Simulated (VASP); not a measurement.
# CaAl4O (P4/mmm) in VASP: further runs

The runs below take CaAl4O through single point, relaxation of cell and atoms, with PBE.

Everything below comes from runs of VASP 6.6.1. Logs are shortened: lines on timing, memory, paths and dates and some standing lists are left out, and cuts for length are marked.

### 1 The cell of the first run

Symmetry: P4/mmm, No. 123, tetragonal system. The conventional cell has a = 4.394 Å, b = 4.394 Å, c = 6.196 Å, α = 90.00°, β = 90.00°, γ = 90.00°. Ca (site symmetry 4/mmm) has 8 Al at 2.68 Å within 3.5 Å. Al (site symmetry 2mm) has 2 Ca at 2.68 Å and 2 O at 2.69 Å and 6 Al at 3.09 to 3.11 Å within 3.5 Å. Within 3.5 Å of O (site symmetry 4/mmm) lie 8 Al at 2.69 Å.

### 2 Single point, PBE

INCAR

```
SYSTEM = CaAl4O
PREC = Accurate
ENCUT = 520
EDIFF = 1E-7
ISMEAR = 0
SIGMA = 0.1
LREAL = .FALSE.
LASPH = .TRUE.
NELM = 100
ALGO = Normal
ISIF = 2
LWAVE = .FALSE.
LCHARG = .FALSE.
GGA = PE
NBANDS = 23
```

KPOINTS

```
regular mesh
0
G
  4 4 4
  0 0 0
```

POSCAR

```
CaAl4O
1.0
    4.3935643300      0.0000000000      0.0000000000
    0.0000000000      4.3935643300      0.0000000000
    0.0000000000      0.0000000000      6.1955113000
Ca Al O
1 4 1
Direct
    0.5000000000      0.5000000000      0.5000000000
    0.5000000000      0.0000000000      0.7490356600
    0.0000000000      0.5000000000      0.2509643400
    0.5000000000      0.0000000000      0.2509643400
    0.0000000000      0.5000000000      0.7490356600
    0.0000000000      0.0000000000      0.0000000000
```

Potentials or basis: VASP PAW PBE potentials, release 64 (Ca_sv, Al, O).

Launch:

```bash
> cat potpaw_PBE.64/Ca_sv/POTCAR potpaw_PBE.64/Al/POTCAR potpaw_PBE.64/O/POTCAR > POTCAR
> mpirun -np 1 vasp_std > vasp.out
```

OUTCAR:

```text
SYSTEM = CaAl4O
   PREC = Accurate
   ENCUT = 520
   EDIFF = 1E-7
   ISMEAR = 0
   LREAL = .FALSE.
   LASPH = .TRUE.
   NELM = 100
   ISIF = 2
   GGA = PE

 ion  position               nearest neighbor table
   1  0.500  0.500  0.500-   2 2.68   3 2.68   4 2.68   5 2.68   2 2.68   4 2.68   3 2.68   5 2.68

   2  0.500  0.000  0.749-   1 2.68   1 2.68   4 3.09   5 3.11   5 3.11   5 3.11   5 3.11   4 3.11

   3  0.000  0.500  0.251-   1 2.68   1 2.68   5 3.09   4 3.11   4 3.11   4 3.11   4 3.11   5 3.11

   4  0.500  0.000  0.251-   1 2.68   1 2.68   2 3.09   3 3.11   3 3.11   3 3.11   3 3.11   2 3.11

   5  0.000  0.500  0.749-   1 2.68   1 2.68   3 3.09   2 3.11   2 3.11   2 3.11   2 3.11   3 3.11

   6  0.000  0.000  0.000-

  LATTYP: Found a simple tetragonal cell.
 ALAT       =     4.3935643300
 C/A-ratio  =     1.4101332847

  Lattice vectors:

 A1 = (   4.3935643300,   0.0000000000,   0.0000000000)
 A2 = (   0.0000000000,   4.3935643300,   0.0000000000)
 A3 = (   0.0000000000,   0.0000000000,   6.1955113000)

Analysis of symmetry for initial positions (statically):
=====================================================================
 Subroutine PRICEL returns:
 Original cell was already a primitive cell.

 Routine SETGRP: Setting up the symmetry group for a
 simple tetragonal supercell.

 Subroutine GETGRP returns: Found 16 space group operations
 (whereof 16 operations were pure point group operations)
 out of a pool of 16 trial point group operations.

The static configuration has the point symmetry D_4h.

Analysis of symmetry for dynamics (positions and initial velocities):
=====================================================================
 Subroutine PRICEL returns:
 Original cell was already a primitive cell.

 Routine SETGRP: Setting up the symmetry group for a
 simple tetragonal supercell.

 Subroutine GETGRP returns: Found 16 space group operations
 (whereof 16 operations were pure point group operations)
 out of a pool of 16 trial point group operations.

The dynamic configuration has the point symmetry D_4h.

 Subroutine INISYM returns: Found 16 space group operations
 (whereof 16 operations are pure point group operations),
 and found     1 'primitive' translations

----------------------------------------------------------------------------------------

                                     Primitive cell

  volume of cell :     119.5945

  direct lattice vectors                    reciprocal lattice vectors
     4.393564330  0.000000000  0.000000000     0.227605635  0.000000000  0.000000000
     0.000000000  4.393564330  0.000000000     0.000000000  0.227605635  0.000000000
     0.000000000  0.000000000  6.195511300     0.000000000  0.000000000  0.161407179

  length of vectors
     4.393564330  4.393564330  6.195511300     0.227605635  0.227605635  0.161407179

  position of ions in fractional coordinates (direct lattice)
     0.500000000  0.500000000  0.500000000
     0.500000000  0.000000000  0.749035660
     0.000000000  0.500000000  0.250964340
     0.500000000  0.000000000  0.250964340
     0.000000000  0.500000000  0.749035660
     0.000000000  0.000000000  0.000000000

  ion indices of the primitive-cell ions
   primitive index   ion index
                 1           1
                 2           2
                 3           3
                 4           4
                 5           5
                 6           6

----------------------------------------------------------------------------------------

 KPOINTS: regular mesh

Automatic generation of k-mesh.
 Grid dimensions read from file:
 generate k-points for:    4    4    4

 Generating k-lattice:

  Cartesian coordinates                     Fractional coordinates (reciprocal lattice)
     0.056901409  0.000000000  0.000000000     0.250000000  0.000000000  0.000000000
     0.000000000  0.056901409  0.000000000     0.000000000  0.250000000  0.000000000
     0.000000000  0.000000000  0.040351795     0.000000000  0.000000000  0.250000000

  Length of vectors
     0.056901409  0.056901409  0.040351795

  Shift w.r.t. Gamma in fractional coordinates (k-lattice)
     0.000000000  0.000000000  0.000000000

 Subroutine IBZKPT returns following result:
 ===========================================

 Found     18 irreducible k-points:

 Following reciprocal coordinates:
            Coordinates               Weight
  0.000000  0.000000  0.000000      1.000000
  0.250000  0.000000  0.000000      4.000000
  0.500000  0.000000  0.000000      2.000000
  0.250000  0.250000  0.000000      4.000000
  0.500000  0.250000  0.000000      4.000000
  0.500000  0.500000  0.000000      1.000000
[... 10 lines left out ...]
  0.500000  0.250000  0.500000      4.000000
  0.500000  0.500000  0.500000      1.000000
   k-points           NKPTS =     18   k-points in BZ     NKDIM =     18   number of bands    NBANDS=     23
   number of dos      NEDOS =    301   number of ions     NIONS =      6
   total plane-waves  NPLWV =  62208
   dimension x,y,z NGX =    36 NGY =   36 NGZ =   48
   dimension x,y,z NGXF=    72 NGYF=   72 NGZF=   96
   ions per type =               1   4   1
   NGX,Y,Z   is equivalent  to a cutoff of  13.62, 13.62, 12.88 a.u.
   NGXF,Y,Z  is equivalent  to a cutoff of  27.24, 27.24, 25.76 a.u.
 SYSTEM =  CaAl4O
   PREC   = accura    normal or accurate (medium, high low for compatibility)
   ISTART =      0    job   : 0-new  1-cont  2-samecut
   ICHARG =      2    charge: 1-file 2-atom 10-const
   ISPIN  =      1    spin polarized calculation?
   LNONCOLLINEAR =      F non collinear calculations
   LSORBIT =      F    spin-orbit coupling
   LASPH  =      T    aspherical Exc in radial PAW
   ENCUT  =  520.0 eV  38.22 Ry    6.18 a.u.   8.17  8.17 11.52*2*pi/ulx,y,z
   NELM   =    100;   NELMIN=  2; NELMDL= -5     # of ELM steps
   EDIFF  = 0.1E-06   stopping-criterion for ELM
   LREAL  =      F    real-space projection
   EDIFFG = 0.1E-05   stopping-criterion for IOM
   NSW    =      0    number of steps for IOM
   IBRION =     -1    ionic relax: 0-MD 1-quasi-New 2-CG
   NFREE  =      0    steps in history (QN), initial steepest desc. (CG)
   ISIF   =      2    stress and relaxation
   ISYM   =      2    0-nonsym 1-usesym 2-fastsym
   POTIM  = 0.5000    time-step for ionic-motion
   TEBEG  =    0.0;   TEEND  =   0.0 temperature during run
   PSTRESS=    0.0 pullay stress
   NELECT =      28.0000    total number of electrons
   NUPDOWN=      -1.0000    fix difference up-down
   EMIN   =  10.00;   EMAX   =-10.00  energy-range for DOS
   EFERMI =   0.00;   METHOD = LEGACY
   ISMEAR =     0;   SIGMA  =   0.10  broadening in eV -4-tet -1-fermi 0-gaus
   EFERMI_NEDOS =   21; number of points for ismear=-14 and -15
   IALGO  =     38    algorithm
   IMIX   =      4    mixing-type and parameters
     AMIX     =   0.40;   BMIX     =  1.00
     AMIX_MAG =   1.60;   BMIX_MAG =  1.00
  volume/ion in A,a.u.               =      19.93       134.51
  Fermi-wavevector in a.u.,A,eV,Ry     =   1.008998  1.906730 13.851788  1.018078
  Thomas-Fermi vector in A             =   2.141900
   LORBIT       =      0    0 simple, 1 ext, 2 COOP (PROOUT), +10 PAW based schemes
   GGA     = PE    functional components
   LHFCALC =     F    Hartree Fock is set to
   AEXX    =    0.0000 exact exchange contribution
   IVDW    =     0    specifies the selected vdW correction
   LEPSILON=     F    determine dielectric tensor
   LRPA    =     F    only Hartree local field effects (RPA)
 non-spin polarized calculation
 Gauss-broadening in eV      SIGMA  =   0.10
  energy-cutoff  :      520.00
  volume of cell :      119.59
 maximum number of plane-waves:      3252
 NGX is ok and might be reduce to    36
   NGX = 17   NGY = 17   NGZ = 23

 number of electron      28.0000004 magnetization

 Free energy of the ion-electron system (eV)
  ---------------------------------------------------
  ext. energy  EPLUGINS =         0.00000000
  ---------------------------------------------------
  free energy    TOTEN  =       -18.94881418 eV

  energy without entropy =      -18.92816293  energy(sigma->0) =      -18.93848855

 E-fermi :   4.6377     XC(G=0):  -9.3249

 val. band max:        4.6199776810   @ k =   0.0000   0.0000   0.2500
 cond. band min:       4.6492598505   @ k =   0.2500   0.2500   0.2500
 fundamental gap:      0.0292821695
 Fermi energy:         4.6377241555

 k-point     1 :       0.0000    0.0000    0.0000
  band No.  band energies     occupation
      1     -34.9466      2.00000
      2     -16.2521      2.00000
      3     -16.2521      2.00000
      4     -16.1711      2.00000
      5     -12.6244      2.00000
      6      -2.7876      2.00000
[... 15 lines left out ...]
     22      10.1204      0.00000
     23      10.1239      0.00000

 k-point     2 :       0.2500    0.0000    0.0000
  band No.  band energies     occupation
      1     -34.9456      2.00000
      2     -16.2810      2.00000
      3     -16.2503      2.00000
      4     -16.1670      2.00000
      5     -12.6042      2.00000
      6      -2.4673      2.00000
[... 15 lines left out ...]
     22       9.4608      0.00000
     23      10.0762      0.00000

 k-point     3 :       0.5000    0.0000    0.0000
  band No.  band energies     occupation
      1     -34.9447      2.00000
      2     -16.3095      2.00000
      3     -16.2484      2.00000
      4     -16.1629      2.00000
      5     -12.5839      2.00000
      6      -2.0541      2.00000
[... 15 lines left out ...]
     22       9.5750      0.00000
     23       9.9928      0.00000

 k-point     4 :       0.2500    0.2500    0.0000
  band No.  band energies     occupation
      1     -34.9447      2.00000
      2     -16.2792      2.00000
      3     -16.2782      2.00000
      4     -16.1630      2.00000
      5     -12.5856      2.00000
      6      -2.1246      2.00000
[... 15 lines left out ...]
     22       9.9198      0.00000
     23      10.0600      0.00000

 k-point     5 :       0.5000    0.2500    0.0000
  band No.  band energies     occupation
      1     -34.9438      2.00000
      2     -16.3069      2.00000
      3     -16.2765      2.00000
      4     -16.1590      2.00000
      5     -12.5667      2.00000
      6      -1.6554      2.00000
[... 15 lines left out ...]
     22      10.0149      0.00000
     23      10.0570      0.00000

 k-point     6 :       0.5000    0.5000    0.0000
  band No.  band energies     occupation
      1     -34.9429      2.00000
      2     -16.3043      2.00000
      3     -16.3043      2.00000
      4     -16.1551      2.00000
      5     -12.5492      2.00000
      6      -1.0851      2.00000
[... 15 lines left out ...]
     22       9.8633      0.00000
     23       9.8633      0.00000

 k-point     7 :       0.0000    0.0000    0.2500
  band No.  band energies     occupation
      1     -34.9465      2.00000
      2     -16.2521      2.00000
      3     -16.2521      2.00000
      4     -16.1719      2.00000
      5     -12.6224      2.00000
      6      -2.7752      2.00000
[... 197 lines left out ...]
     22       9.4179      0.00000
     23       9.9169      0.00000

 k-point    15 :       0.5000    0.0000    0.5000
  band No.  band energies     occupation
      1     -34.9447      2.00000
      2     -16.3092      2.00000
      3     -16.2484      2.00000
      4     -16.1637      2.00000
      5     -12.5840      2.00000
      6      -1.3039      2.00000
[... 15 lines left out ...]
     22       8.0772      0.00000
     23       8.6525      0.00000

 k-point    16 :       0.2500    0.2500    0.5000
  band No.  band energies     occupation
      1     -34.9447      2.00000
      2     -16.2790      2.00000
      3     -16.2781      2.00000
      4     -16.1640      2.00000
      5     -12.5844      2.00000
      6      -1.7719      2.00000
[... 15 lines left out ...]
     22       9.5453      0.00000
     23      10.2301      0.00000

 k-point    17 :       0.5000    0.2500    0.5000
  band No.  band energies     occupation
      1     -34.9438      2.00000
      2     -16.3066      2.00000
      3     -16.2764      2.00000
      4     -16.1597      2.00000
      5     -12.5663      2.00000
      6      -1.1162      2.00000
[... 15 lines left out ...]
     22       9.4966      0.00000
     23      10.0321      0.00000

 k-point    18 :       0.5000    0.5000    0.5000
  band No.  band energies     occupation
      1     -34.9429      2.00000
      2     -16.3041      2.00000
      3     -16.3041      2.00000
      4     -16.1557      2.00000
      5     -12.5486      2.00000
      6      -0.8843      2.00000
[... 15 lines left out ...]
     22       8.3360      0.00000
     23      10.7186      0.00000

------------------------ aborting loop because EDIFF is reached ----------------------------------------

  FORCE on cell =-STRESS in cart. coord.  units (eV):
  Direction    XX          YY          ZZ          XY          YZ          ZX
  --------------------------------------------------------------------------------------
  -------------------------------------------------------------------------------------
  Total       -0.0529404     -0.0529404      8.3140074      0.0000000      0.0000000      0.0000000
  in kB       -0.7092296     -0.7092296    111.3806778      0.0000000      0.0000000      0.0000000
  external PRESSURE =      36.6540729 kB  Pullay stress =       0.0000000 kB

 VOLUME and BASIS-vectors are now :
 -----------------------------------------------------------------------------
  energy-cutoff  :      520.00
  volume of cell :      119.59
      direct lattice vectors                 reciprocal lattice vectors
     4.393564330  0.000000000  0.000000000     0.227605635  0.000000000  0.000000000
     0.000000000  4.393564330  0.000000000     0.000000000  0.227605635  0.000000000
     0.000000000  0.000000000  6.195511300     0.000000000  0.000000000  0.161407179

 POSITION                                       TOTAL-FORCE (eV/Angst)
 -----------------------------------------------------------------------------------
      2.19678      2.19678      3.09776         0.000000     -0.000000     -0.000000
      2.19678      0.00000      4.64066         0.000000     -0.000000      2.025897
      0.00000      2.19678      1.55485        -0.000000      0.000000     -2.025897
      2.19678      0.00000      1.55485         0.000000      0.000000     -2.025897
      0.00000      2.19678      4.64066         0.000000      0.000000      2.025897
      0.00000      0.00000      0.00000         0.000000     -0.000000     -0.000000
 -----------------------------------------------------------------------------------
    total drift:                                0.000000      0.000000      0.000000

  FREE ENERGIE OF THE ION-ELECTRON SYSTEM (eV)
  ---------------------------------------------------
  free  energy   TOTEN  =       -18.9488141802 eV

  energy  without entropy=      -18.9281629296  energy(sigma->0) =      -18.93848855
```

Wall time 29 s (1 thread of Intel Xeon 6975P-C (Granite Rapids), shared host); peak memory 0.25 GiB.

Results:

* Free energy: -18.9488 eV
* Pressure: 3.7 GPa
* Largest force: 2.026 eV/Å
* Band gap on the k mesh: zero (band 14 reaches 4.97 eV, above the bottom of band 15 at 3.56 eV)

Forces in eV/Å, atoms in the order of the input:
```
Ca   0.000  0.000  0.000
Al   0.000  0.000  2.026
Al   0.000  0.000 -2.026
Al   0.000  0.000 -2.026
Al   0.000  0.000  2.026
O    0.000  0.000  0.000
```

Levels at points of the mesh, in eV from the Fermi level:
```csv
k point,band 11,band 12,band 13,band 14,band 15,band 16,band 17,band 18
"(0.00, 0.00, 0.00)",-2.67,-1.39,-0.10,-0.10,0.60,0.68,0.68,1.80
"(0.50, 0.00, 0.00)",-3.01,-1.23,-0.64,-0.55,0.64,0.94,1.24,1.89
"(0.50, 0.50, 0.00)",-2.82,-2.54,-2.45,-2.45,-0.42,1.52,1.52,2.12
"(0.00, 0.00, 0.50)",-2.74,-0.95,0.17,0.21,0.21,0.23,0.23,1.05
"(0.50, 0.00, 0.50)",-2.25,-1.27,-0.18,0.16,0.51,1.28,2.08,2.91
"(0.50, 0.50, 0.50)",-2.21,-2.03,-1.21,-1.21,-0.87,-0.11,2.73,2.73
```

Caveat: forces of over 1 eV/Å act on the atoms, so gaps and moduli don't describe the material at rest.

(Part 1 of 3 ends here.)
